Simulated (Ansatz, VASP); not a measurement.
## Al in VASP and in Ansatz

```
Al
1.0
     2.81442    0.00000    0.00000
    -1.40721    2.43736    0.00000
     0.00000    0.00000    8.84180
Al
4
Direct
  0.00000 0.00000 0.00000
  0.33333 0.66667 0.25000
  0.00000 0.00000 0.50000
  0.66667 0.33333 0.75000
```

Alike in both runs: task single point; functional PBE; dispersion D3(BJ); k mesh 18 × 18 × 4; occupations gaussian, width 0.15 eV; no spin polarisation.

|  | VASP | Ansatz |
| --- | --- | --- |
| version | VASP 6.6.1 | Ansatz 0.2.0 |
| potentials or method | VASP PAW PBE potentials, release 64 (Al), cutoff 520 eV | scalar-relativistic, plane waves, PAW |
| valence electrons in the cell | 12 | 12 |

|  | VASP | Ansatz | Ansatz less VASP |
| --- | --- | --- | --- |
| gap on the k mesh at the Fermi level (eV) | none | none | - |
| pressure (GPa) | 4.3 | 4.3 | 0.00 |
| traceless stress, the component that is largest in VASP (GPa) | 2.72 | 2.72 | -0.001 |

A gap of «none» marks a metal or a gap that the smearing closes.
